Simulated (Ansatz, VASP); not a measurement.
**PbSe: VASP beside Ansatz**

Contents of INCAR:

```
PREC = Accurate
ENCUT = 520
EDIFF = 1E-6
ISMEAR = 0
SIGMA = 0.05
LREAL = False
LASPH = True
NELM = 80
ALGO = Normal
ISIF = 2
LWAVE = False
LCHARG = True
GGA = PE
IVDW = 12
LELF = True
LVHAR = True
NBANDS = 28
```

File KPOINTS:

```
regular mesh
0
Gamma
  8 8 6
```

File POSCAR:

```
PbSe
1.0
    2.1548765900     -6.1339473500      0.0000000000
    2.1548765900      6.1339473500      0.0000000000
    0.0000000000      0.0000000000      4.4504935700
Pb Se
2 2
Direct
    0.6317607300      0.3682392700      0.6825917462
    0.3682392700      0.6317607300      0.1825917462
    0.8612899600      0.1387100400      0.7500000000
    0.1387100400      0.8612899600      0.2500000000
```

Input for Ansatz:

```yaml
crystal:
  lattice:
    - [2.15487659, -6.13394735, 0.0]
    - [2.15487659, 6.13394735, 0.0]
    - [0.0, 0.0, 4.45049357]
  atoms:
    - { symbol: Pb, position: [0.63176073, 0.36823927, 0.6825917462] }
    - { symbol: Pb, position: [0.36823927, 0.63176073, 0.1825917462] }
    - { symbol: Se, position: [0.86128996, 0.13871004, 0.75] }
    - { symbol: Se, position: [0.13871004, 0.86128996, 0.25] }
basis:
  ecutwfc: 420
kpoints:
  mp_grid: { grid: [8, 8, 6] }
hamiltonian:
  xc: pbe
  dispersion: d3bj
scf:
  occupations: { method: gaussian, width: 0.05 }
output:
  forces: true
  stress: true
  eigenvalues: true
```

Change from the starting cell: all Pb atoms moved -0.300 Å, as atom 1 along Cartesian [0 0 1].

Alike in both runs: task single point; functional PBE; dispersion D3(BJ); k mesh 8 × 8 × 6; occupations gaussian, width 0.05 eV; no spin polarisation.

|  | VASP | Ansatz |
| --- | --- | --- |
| version | VASP 6.6.1 | Ansatz 0.2.0 |
| potentials or method | VASP PAW PBE potentials, release 64 (Pb_d, Se), cutoff 520 eV | scalar-relativistic, plane waves, PAW |
| valence electrons in the cell | 40 | 60 |

|  | VASP | Ansatz | Ansatz less VASP |
| --- | --- | --- | --- |
| gap on the k mesh at the Fermi level (eV) | 1.18 | 1.18 | +0.001 |
| least direct gap on the mesh (eV) | 1.40 | 1.39 | -0.004 |
| pressure (GPa) | 0.2 | 0.2 | 0.00 |
| traceless stress, the component that is largest in VASP (GPa) | -0.86 | -0.88 | -0.015 |
| rms of the force components (eV/Å) | 0.182 | 0.177 | -0.0049 |

Atom by atom the forces differ by 0.005 eV/Å (rms over components). VASP's potentials hold 40 valence electrons a cell and Ansatz's 60, so a difference there can come from the potentials and not from the codes.

Neither program's run includes spin-orbit coupling.
